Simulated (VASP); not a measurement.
A run of VASP 6.6.1 is set up as follows.

INCAR

```
SYSTEM = SbTePd
  ALGO = Normal
  EDIFF = 1E-7
  EDIFFG = -0.02
  ENCUT = 450
  GGA = PE
  GGA_COMPAT = .FALSE.
  IBRION = 2
  ISIF = 2
  ISMEAR = -1
  KPAR = 4
  LASPH = .TRUE.
  LCHARG = .FALSE.
  LREAL = .FALSE.
  LWAVE = .FALSE.
  NELM = 120
  NELMIN = 4
  NSW = 80
  PREC = Accurate
  SIGMA = 0.05
```

KPOINTS

```
k-points
0
G
  5 5 5
  0 0 0
```

POSCAR

```
SbTePd
1.0
    6.5362000000      0.0000000000      0.0000000000
    0.0000000000      6.5362000000      0.0000000000
    0.0000000000      0.0000000000      6.5362000000
Sb Te Pd
4 4 4
Direct
    0.6270900000      0.6270900000      0.6270900000
    0.8729100000      0.3729100000      0.1270900000
    0.1270900000      0.8729100000      0.3729100000
    0.3729100000      0.1270900000      0.8729100000
    0.3727800000      0.3727800000      0.3727800000
    0.1272200000      0.6272200000      0.8727800000
    0.8727800000      0.1272200000      0.6272200000
    0.6272200000      0.8727800000      0.1272200000
    0.9980200000      0.9980200000      0.9980200000
    0.5019800000      0.0019800000      0.4980200000
    0.4980200000      0.5019800000      0.0019800000
    0.0019800000      0.4980200000      0.5019800000
```

Potentials or basis: VASP PAW PBE potentials, release 64 (Sb, Te, Pd).

The run is started by

```bash
$ cat potpaw_PBE.64/Sb/POTCAR potpaw_PBE.64/Te/POTCAR potpaw_PBE.64/Pd/POTCAR > POTCAR
$ mpirun -np 4 vasp_std > vasp.out
```

Q: Predict the band gap on the k mesh.

A: Zero (bands 42 and 43 overlap by 1.27 eV).

Q: Estimate the energy gained by relaxing.

A: 4.5 meV/atom.

Final structure:
```
CELL_PARAMETERS angstrom
6.53620 0.00000 0.00000
0.00000 6.53620 0.00000
0.00000 0.00000 6.53620
ATOMIC_POSITIONS crystal
Sb 0.62872 0.62872 0.62872
Sb 0.87128 0.37128 0.12872
Sb 0.12872 0.87128 0.37128
Sb 0.37128 0.12872 0.87128
Te 0.37333 0.37333 0.37333
Te 0.12667 0.62667 0.87333
Te 0.87333 0.12667 0.62667
Te 0.62667 0.87333 0.12667
Pd 0.00281 0.00281 0.00281
Pd 0.49719 0.99719 0.50281
Pd 0.50281 0.49719 0.99719
Pd 0.99719 0.50281 0.49719
```

Caveat: spin-orbit coupling is left out, which moves the levels of the heavy elements.
